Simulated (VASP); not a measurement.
Input of a VASP 6.6.1 run:

INCAR

```
SYSTEM = CsSnBr3
  ALGO = Normal
  EDIFF = 1E-6
  ENCUT = 500
  GGA = PS
  GGA_COMPAT = .False.
  ISIF = 2
  ISMEAR = 0
  LASPH = .True.
  LCHARG = .False.
  LREAL = .False.
  LWAVE = .False.
  NBANDS = 30
  NELM = 120
  PREC = Accurate
  SIGMA = 0.01
```

The input KPOINTS:

```
k-points
0
Gamma
  6 6 6
  0 0 0
```

POSCAR

```
CsSnBr3
1.0
    5.7652873848      0.0000000000      0.0000000000
    0.0000000000      5.7652873848      0.0000000000
    0.0000000000      0.0000000000      5.7652873848
Cs Sn Br
1 1 3
Direct
    0.0000000000      0.0000000000      0.0000000000
    0.5000000000      0.5000000000      0.5000000000
    0.5000000000      0.5000000000      0.0000000000
    0.5000000000      0.0000000000      0.5000000000
    0.0000000000      0.5000000000      0.5000000000
```

Potentials or basis: VASP PAW PBE potentials, release 64 (Cs_sv, Sn_d, Br).

The run is started by

```sh
$ cat potpaw_PBE.64/Cs_sv/POTCAR potpaw_PBE.64/Sn_d/POTCAR potpaw_PBE.64/Br/POTCAR > POTCAR
$ mpirun -np 1 vasp_std > vasp.out
```

**Question.** Estimate the pressure.

**Answer.** 0.0 GPa.

**Question.** Estimate the band gap on the k mesh.

**Answer.** 0.21 eV, direct.

Caveat: the PAW data sets were made with another functional, which shifts forces and pressure a little; spin-orbit coupling is left out, which moves the levels of the heavy elements. A k mesh can miss the band edges.
